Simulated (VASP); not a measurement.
# AlNi (Pm-3m) in VASP: notebook, part 2 of 2

VASP 6.6.1. Earlier steps stand in the parts before.

## (4) Single point, PBEsol (volume scaled by 0.91)

File INCAR:

```
SYSTEM = AlNi
ALGO     = Fast           ! electronic algorithm
EDIFF    = 1E-7           ! SCF threshold, eV
ENCUT    = 520            ! plane-wave cutoff, eV
GGA      = PS             ! functional
ISIF     = 2              ! what is computed and relaxed
ISMEAR   = 0              ! smearing method
LASPH    = .TRUE.         ! aspherical terms in the spheres
LCHARG   = .FALSE.        ! write CHGCAR
LREAL    = .FALSE.        ! projectors in reciprocal space
LWAVE    = .FALSE.        ! write WAVECAR
NBANDS   = 14             ! bands
NELM     = 80             ! most SCF steps
PREC     = Accurate       ! precision mode
SIGMA    = 0.1            ! smearing width, eV
```

File KPOINTS:

```
k-points
0
G
  14 14 14
  0 0 0
```

File POSCAR:

```
AlNi
1.0
    2.7735875622      0.0000000000      0.0000000000
    0.0000000000      2.7735875622      0.0000000000
    0.0000000000      0.0000000000      2.7735875622
Al Ni
1 1
Direct
    0.0000000000      0.0000000000      0.0000000000
    0.5000000000      0.5000000000      0.5000000000
```

Potentials or basis: VASP PAW PBE potentials, release 64 (Al, Ni).

The run is started by

```console
cat potpaw_PBE.64/Al/POTCAR potpaw_PBE.64/Ni/POTCAR > POTCAR
mpirun -np 1 vasp_std > vasp.out
```

OUTCAR:

```text
SYSTEM = AlNi
   EDIFF = 1E-7
   ENCUT = 520
   GGA = PS
   ISIF = 2
   ISMEAR = 0
   LASPH = .TRUE.
   LREAL = .FALSE.
   NELM = 80
   PREC = Accurate

 ion  position               nearest neighbor table
   1  0.000  0.000  0.000-   2 2.40   2 2.40   2 2.40   2 2.40   2 2.40   2 2.40   2 2.40   2 2.40

   2  0.500  0.500  0.500-   1 2.40   1 2.40   1 2.40   1 2.40   1 2.40   1 2.40   1 2.40   1 2.40

  LATTYP: Found a simple cubic cell.
 ALAT       =     2.7735875622

  Lattice vectors:

 A1 = (   2.7735875622,   0.0000000000,   0.0000000000)
 A2 = (   0.0000000000,   2.7735875622,   0.0000000000)
 A3 = (   0.0000000000,   0.0000000000,   2.7735875622)

Analysis of symmetry for initial positions (statically):
=====================================================================
 Subroutine PRICEL returns:
 Original cell was already a primitive cell.

 Routine SETGRP: Setting up the symmetry group for a
 simple cubic supercell.

 Subroutine GETGRP returns: Found 48 space group operations
 (whereof 48 operations were pure point group operations)
 out of a pool of 48 trial point group operations.

The static configuration has the point symmetry O_h .

Analysis of symmetry for dynamics (positions and initial velocities):
=====================================================================
 Subroutine PRICEL returns:
 Original cell was already a primitive cell.

 Routine SETGRP: Setting up the symmetry group for a
 simple cubic supercell.

 Subroutine GETGRP returns: Found 48 space group operations
 (whereof 48 operations were pure point group operations)
 out of a pool of 48 trial point group operations.

The dynamic configuration has the point symmetry O_h .

 Subroutine INISYM returns: Found 48 space group operations
 (whereof 48 operations are pure point group operations),
 and found     1 'primitive' translations

----------------------------------------------------------------------------------------

                                     Primitive cell

  volume of cell :      21.3366

  direct lattice vectors                    reciprocal lattice vectors
     2.773587562  0.000000000  0.000000000     0.360543872  0.000000000  0.000000000
     0.000000000  2.773587562  0.000000000     0.000000000  0.360543872  0.000000000
     0.000000000  0.000000000  2.773587562     0.000000000  0.000000000  0.360543872

  length of vectors
     2.773587562  2.773587562  2.773587562     0.360543872  0.360543872  0.360543872

  position of ions in fractional coordinates (direct lattice)
     0.000000000  0.000000000  0.000000000
     0.500000000  0.500000000  0.500000000

  ion indices of the primitive-cell ions
   primitive index   ion index
                 1           1
                 2           2

----------------------------------------------------------------------------------------

 KPOINTS: k-points

Automatic generation of k-mesh.
 Grid dimensions read from file:
 generate k-points for:   14   14   14

 Generating k-lattice:

  Cartesian coordinates                     Fractional coordinates (reciprocal lattice)
     0.025753134  0.000000000  0.000000000     0.071428571  0.000000000  0.000000000
     0.000000000  0.025753134  0.000000000     0.000000000  0.071428571  0.000000000
     0.000000000  0.000000000  0.025753134     0.000000000  0.000000000  0.071428571

  Length of vectors
     0.025753134  0.025753134  0.025753134

  Shift w.r.t. Gamma in fractional coordinates (k-lattice)
     0.000000000  0.000000000  0.000000000

 Subroutine IBZKPT returns following result:
 ===========================================

 Found    120 irreducible k-points:

 Following reciprocal coordinates:
            Coordinates               Weight
  0.000000  0.000000  0.000000      1.000000
  0.071429  0.000000  0.000000      6.000000
  0.142857  0.000000  0.000000      6.000000
  0.214286  0.000000  0.000000      6.000000
  0.285714  0.000000  0.000000      6.000000
  0.357143  0.000000  0.000000      6.000000
[... 16 lines left out ...]
  0.285714  0.214286  0.000000     24.000000
  0.357143  0.214286  0.000000     24.000000
 [... further k-points ...]
   k-points           NKPTS =    120   k-points in BZ     NKDIM =    120   number of bands    NBANDS=     14
   number of dos      NEDOS =    301   number of ions     NIONS =      2
   total plane-waves  NPLWV =  13824
   dimension x,y,z NGX =    24 NGY =   24 NGZ =   24
   dimension x,y,z NGXF=    48 NGYF=   48 NGZF=   48
   ions per type =               1   1
   NGX,Y,Z   is equivalent  to a cutoff of  14.39, 14.39, 14.39 a.u.
   NGXF,Y,Z  is equivalent  to a cutoff of  28.77, 28.77, 28.77 a.u.
 SYSTEM =  AlNi
   PREC   = accura    normal or accurate (medium, high low for compatibility)
   ISTART =      0    job   : 0-new  1-cont  2-samecut
   ICHARG =      2    charge: 1-file 2-atom 10-const
   ISPIN  =      1    spin polarized calculation?
   LNONCOLLINEAR =      F non collinear calculations
   LSORBIT =      F    spin-orbit coupling
   LASPH  =      T    aspherical Exc in radial PAW
   ENCUT  =  520.0 eV  38.22 Ry    6.18 a.u.   5.16  5.16  5.16*2*pi/ulx,y,z
   NELM   =     80;   NELMIN=  2; NELMDL= -5     # of ELM steps
   EDIFF  = 0.1E-06   stopping-criterion for ELM
   LREAL  =      F    real-space projection
   EDIFFG = 0.1E-05   stopping-criterion for IOM
   NSW    =      0    number of steps for IOM
   IBRION =     -1    ionic relax: 0-MD 1-quasi-New 2-CG
   NFREE  =      0    steps in history (QN), initial steepest desc. (CG)
   ISIF   =      2    stress and relaxation
   ISYM   =      2    0-nonsym 1-usesym 2-fastsym
   POTIM  = 0.5000    time-step for ionic-motion
   TEBEG  =    0.0;   TEEND  =   0.0 temperature during run
   PSTRESS=    0.0 pullay stress
   NELECT =      13.0000    total number of electrons
   NUPDOWN=      -1.0000    fix difference up-down
   EMIN   =  10.00;   EMAX   =-10.00  energy-range for DOS
   EFERMI =   0.00;   METHOD = LEGACY
   ISMEAR =     0;   SIGMA  =   0.10  broadening in eV -4-tet -1-fermi 0-gaus
   EFERMI_NEDOS =   21; number of points for ismear=-14 and -15
   IALGO  =     68    algorithm
   IMIX   =      4    mixing-type and parameters
     AMIX     =   0.40;   BMIX     =  1.00
     AMIX_MAG =   1.60;   BMIX_MAG =  1.00
  volume/ion in A,a.u.               =      10.67        71.99
  Fermi-wavevector in a.u.,A,eV,Ry     =   1.387866  2.622686 26.207145  1.926171
  Thomas-Fermi vector in A             =   2.512046
   LORBIT       =      0    0 simple, 1 ext, 2 COOP (PROOUT), +10 PAW based schemes
   GGA     = PS    functional components
   LHFCALC =     F    Hartree Fock is set to
   AEXX    =    0.0000 exact exchange contribution
   IVDW    =     0    specifies the selected vdW correction
   LEPSILON=     F    determine dielectric tensor
   LRPA    =     F    only Hartree local field effects (RPA)
 non-spin polarized calculation
 RMM-DIIS sequential band-by-band and
 Gauss-broadening in eV      SIGMA  =   0.10
  energy-cutoff  :      520.00
  volume of cell :       21.34
 maximum number of plane-waves:       591
 NGX is ok and might be reduce to    24
   NGX = 11   NGY = 11   NGZ = 11

 number of electron      12.9999996 magnetization

 Free energy of the ion-electron system (eV)
  ---------------------------------------------------
  ext. energy  EPLUGINS =         0.00000000
  ---------------------------------------------------
  free energy    TOTEN  =       -11.46329482 eV

  energy without entropy =      -11.45851276  energy(sigma->0) =      -11.46090379

 E-fermi :  11.4530     XC(G=0): -12.7315

 val. band max:       11.4420221659   @ k =   0.5000   0.3571   0.3571
 cond. band min:      11.4689652499   @ k =   0.3571   0.2143   0.0714
 fundamental gap:      0.0269430841
 Fermi energy:        11.4529617323

 k-point     1 :       0.0000    0.0000    0.0000
  band No.  band energies     occupation
      1      -0.5130      2.00000
      2       7.6491      2.00000
      3       7.6491      2.00000
      4       9.6848      2.00000
      5       9.6848      2.00000
      6       9.6848      2.00000
      7      17.4838      0.00000
      8      17.4838      0.00000
      9      17.4838      0.00000
     10      20.0038      0.00000
     11      20.0038      0.00000
     12      27.3632      0.00000
     13      33.7434      0.00000
     14      33.7434      0.00000
[... 375 lines left out ...]
 k-point    24 :       0.3571    0.2143    0.0000
  band No.  band energies     occupation
      1       2.7539      2.00000
      2       6.7211      2.00000
      3       8.1330      2.00000
      4       8.7703      2.00000
      5       9.0648      2.00000
      6       9.4553      2.00000
      7      11.3976      1.56594
      8      15.6320      0.00000
      9      19.7925      0.00000
     10      21.4203      0.00000
     11      23.9689      0.00000
     12      26.4088      0.00000
     13      28.7042      0.00000
     14      30.3975      0.00000

 [... further k-points ...]
[... 5 lines left out ...]
  --------------------------------------------------------------------------------------
  -------------------------------------------------------------------------------------
  Total        2.6873505      2.6873505      2.6873505      0.0000000      0.0000000     -0.0000000
  in kB      201.7944680    201.7944680    201.7944680      0.0000000      0.0000000     -0.0000000
  external PRESSURE =     201.7944680 kB  Pullay stress =       0.0000000 kB

 VOLUME and BASIS-vectors are now :
 -----------------------------------------------------------------------------
  energy-cutoff  :      520.00
  volume of cell :       21.34
      direct lattice vectors                 reciprocal lattice vectors
     2.773587562  0.000000000  0.000000000     0.360543872  0.000000000  0.000000000
     0.000000000  2.773587562  0.000000000     0.000000000  0.360543872  0.000000000
     0.000000000  0.000000000  2.773587562     0.000000000  0.000000000  0.360543872

 POSITION                                       TOTAL-FORCE (eV/Angst)
 -----------------------------------------------------------------------------------
      0.00000      0.00000      0.00000         0.000000      0.000000      0.000000
      1.38679      1.38679      1.38679         0.000000      0.000000      0.000000
 -----------------------------------------------------------------------------------
    total drift:                                0.000000      0.000000     -0.000000

  FREE ENERGIE OF THE ION-ELECTRON SYSTEM (eV)
  ---------------------------------------------------
  free  energy   TOTEN  =       -11.4632948184 eV

  energy  without entropy=      -11.4585127601  energy(sigma->0) =      -11.46090379
```

It took 21 s on 1 thread of Intel Xeon 6975P-C (Granite Rapids), shared host; peak memory 0.16 GiB.

Results:

- Free energy: -11.4633 eV
- Pressure: 20.2 GPa

Caveat: the PAW data sets were made with another functional, which shifts forces and pressure a little. Spin polarisation is off, so any magnetic state and its effect on volume and gap are missing.

## (5) Single point, PBEsol

File INCAR:

```
SYSTEM = AlNi
PREC = Accurate ; ENCUT = 520
EDIFF = 1E-6 ; ISMEAR = 0
SIGMA = 0.1 ; LREAL = .False.
LASPH = .True. ; NELM = 100
ALGO = Normal ; ISIF = 2
LWAVE = .False. ; LCHARG = .True.
GGA = PS ; LELF = .True.
LVHAR = .True. ; NBANDS = 14
```

File KPOINTS:

```
regular mesh
0
Gamma
  14 14 14
  0 0 0
```

File POSCAR:

```
AlNi
1.0
    2.8810000000      0.0000000000      0.0000000000
    0.0000000000      2.8810000000      0.0000000000
    0.0000000000      0.0000000000      2.8810000000
Al Ni
1 1
Direct
    0.0000000000      0.0000000000      0.0000000000
    0.5000000000      0.5000000000      0.5000000000
```

Potentials or basis: VASP PAW PBE potentials, release 64 (Al, Ni).

The run is started by

```console
cat potpaw_PBE.64/Al/POTCAR potpaw_PBE.64/Ni/POTCAR > POTCAR
mpirun -np 1 vasp_std > vasp.out
```

OUTCAR:

```text
SYSTEM = AlNi
   PREC = Accurate
   ENCUT = 520
   EDIFF = 1E-6
   ISMEAR = 0
   LREAL = .False.
   LASPH = .True.
   NELM = 100
   ISIF = 2
   GGA = PS

 ion  position               nearest neighbor table
   1  0.000  0.000  0.000-   2 2.50   2 2.50   2 2.50   2 2.50   2 2.50   2 2.50   2 2.50   2 2.50

   2  0.500  0.500  0.500-   1 2.50   1 2.50   1 2.50   1 2.50   1 2.50   1 2.50   1 2.50   1 2.50

  LATTYP: Found a simple cubic cell.
 ALAT       =     2.8810000000

  Lattice vectors:

 A1 = (   2.8810000000,   0.0000000000,   0.0000000000)
 A2 = (   0.0000000000,   2.8810000000,   0.0000000000)
[... 587 lines left out ...]
     11      21.4477      0.00000
     12      23.7239      0.00000
     13      25.9839      0.00000
     14      27.4783      0.00000

 [... further k-points ...]
[... 5 lines left out ...]
  --------------------------------------------------------------------------------------
  -------------------------------------------------------------------------------------
  Total       -0.4647913     -0.4647913     -0.4647913     -0.0000000      0.0000000     -0.0000000
  in kB      -31.1414494    -31.1414494    -31.1414494     -0.0000000      0.0000000     -0.0000000
  external PRESSURE =     -31.1414494 kB  Pullay stress =       0.0000000 kB

 VOLUME and BASIS-vectors are now :
 -----------------------------------------------------------------------------
  energy-cutoff  :      520.00
  volume of cell :       23.91
      direct lattice vectors                 reciprocal lattice vectors
     2.881000000  0.000000000  0.000000000     0.347101701  0.000000000  0.000000000
     0.000000000  2.881000000  0.000000000     0.000000000  0.347101701  0.000000000
     0.000000000  0.000000000  2.881000000     0.000000000  0.000000000  0.347101701

 POSITION                                       TOTAL-FORCE (eV/Angst)
 -----------------------------------------------------------------------------------
      0.00000      0.00000      0.00000         0.000000      0.000000      0.000000
      1.44050      1.44050      1.44050         0.000000      0.000000      0.000000
 -----------------------------------------------------------------------------------
    total drift:                                0.000000      0.000000     -0.000000

  FREE ENERGIE OF THE ION-ELECTRON SYSTEM (eV)
  ---------------------------------------------------
  free  energy   TOTEN  =       -11.5828002522 eV

  energy  without entropy=      -11.5777221306  energy(sigma->0) =      -11.58026119
```

Run time: 14 s. Hardware: 1 thread of Intel Xeon 6975P-C (Granite Rapids), shared host; peak memory 0.17 GiB.

Results:

```yaml
Free_energy: -11.5828 eV
Pressure: -3.1 GPa
```

Caveat: the PAW data sets were made with another functional, which shifts forces and pressure a little. Spin polarisation is off, so any magnetic state and its effect on volume and gap are missing.

## (6) The runs side by side

```tsv
task	cell	cutoff (eV)	gap on the mesh (eV)	pressure (GPa)
relaxation of cell and atoms	relaxed from a = 2.881 Å, 2 atoms	600	none	0.0
single point	a = 2.743 Å, 2 atoms	520	none	29.3
single point	a = 2.774 Å, 2 atoms	520	none	20.2
single point	a = 2.881 Å, 2 atoms	520	none	-3.1
```

Alike in all rows: level PBEsol; potentials or basis VASP PAW PBE potentials, release 64 (Al, Ni); no spin polarisation; k mesh 14 × 14 × 14; smearing gaussian 0.1 eV.

Caveats: the PAW data sets were made with another functional, which shifts forces and pressure a little.

Absolute energies hang on the potentials; compare differences alone.
